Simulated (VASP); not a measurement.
C: single point with LDA

Crystal: C.

```xyz
12
Lattice="2.4446 0.0000 0.0000 -1.2223 2.1171 0.0000 0.0000 0.0000 29.0883" Properties=species:S:1:pos:R:3 pbc="T T T"
C     1.2223    0.7057    0.0418
C     1.2223    0.7057   14.5865
C     1.2223    0.7057   21.2302
C     1.2223    0.7057    6.6866
C     0.0000    0.0000   17.9094
C     0.0000    1.4114    6.6861
C     0.0000    0.0000    3.3652
C     1.2223    0.7057   17.9094
C     0.0000    1.4114   21.2308
C     0.0000    1.4114    3.3652
C     0.0000    1.4114   14.5860
C     0.0000    1.4114    0.0424
```

```json
{"Program": "VASP 6.6.1", "Task": "single point", "Functional": "LDA", "Potentials or basis": "VASP PAW LDA potentials, release 64 (C)", "Cutoff": "520 eV", "k mesh": "18 × 18 × 2", "Occupations": "gaussian, width 0.15 eV", "Spin": "no spin polarisation"}
```

```yaml
Pressure: 0.6 GPa
```

Stress tensor (GPa, compression positive):
```
 0.97  0.00  0.00
 0.00  0.97  0.00
 0.00  0.00 -0.09
```

Levels at points of the mesh, in eV from the Fermi level:
```
           k point  band 22  band 23  band 24  band 25  band 26  band 27
(0.00, 0.00, 0.00)    -2.98    -2.98    -2.98     3.25     3.47     3.89
(0.50, 0.00, 0.00)    -2.39    -2.17    -2.17     1.45     1.45     1.63
(0.00, 0.00, 0.50)    -2.98    -2.98    -2.98     3.33     3.33     4.18
(0.50, 0.00, 0.50)    -2.39    -2.17    -2.17     1.45     1.45     1.63
```

It took 4.6 min on 1 thread of Intel(R) Xeon(R) 6975P-C (Granite Rapids) (shared host), peak memory 0.37 GiB.
